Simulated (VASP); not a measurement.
Here is a VASP 6.6.1 calculation.

File INCAR:

```
PREC     = Accurate       # precision mode
ENCUT    = 520            # plane-wave cutoff, eV
EDIFF    = 1E-6           # SCF threshold, eV
ISMEAR   = 0              # smearing method
SIGMA    = 0.2            # smearing width, eV
LREAL    = False          # projectors in reciprocal space
LASPH    = True           # aspherical terms in the spheres
NELM     = 60             # most SCF steps
ALGO     = Normal         # electronic algorithm
ISIF     = 2              # what is computed and relaxed
LWAVE    = False          # write WAVECAR
LCHARG   = True           # write CHGCAR
GGA      = PE             # functional
LELF     = True           # ELF
LVHAR    = True         
NBANDS   = 38             # bands
```

File KPOINTS:

```
regular mesh
0
Gamma
  3 3 3
```

File POSCAR:

```
Hg3TeP3
1.0
    3.8347732785      2.2140073846      3.7273999809
   -3.8347732785      2.2140073846      3.7273999809
    0.0000000000     -4.4280147692      3.7273999809
Hg Te P
3 1 3
Direct
    0.7503977334      0.2496022666      0.0000000000
    0.0000000000      0.7503977334      0.2496022666
    0.2496022666      0.0000000000      0.7503977334
    0.5000000000      0.5000000000      0.5000000000
    0.3694180302      0.6305819698      0.0000000000
    0.0000000000      0.3694180302      0.6305819698
    0.6305819698      0.0000000000      0.3694180302
```

Potentials or basis: VASP PAW PBE potentials, release 64 (Hg, Te, P).

Launch:

```sh
$ cat potpaw_PBE.64/Hg/POTCAR potpaw_PBE.64/Te/POTCAR potpaw_PBE.64/P/POTCAR > POTCAR
$ mpirun -np 1 vasp_std > vasp.out
```

**Question.** What does it give for the largest force?

**Answer.** 0.037 eV/Å.

**Question.** Predict the pressure.

**Answer.** 0.3 GPa.

**Question.** Estimate the band gap on the k mesh.

**Answer.** Zero (an odd number of electrons rules out a gap without spin polarisation).

Forces on the atoms (eV/Å):
```
Hg  -0.025  0.000  0.000
Hg   0.013 -0.022  0.000
Hg   0.013  0.022  0.000
Te   0.000  0.000  0.000
P    0.037  0.000  0.000
P   -0.018  0.032  0.000
P   -0.018 -0.032  0.000
```

Caveat: the k points lie up to 0.37 Å⁻¹ apart, too coarse for converged energies and pressures of a metal; spin-orbit coupling is left out, which moves the levels of the heavy elements.
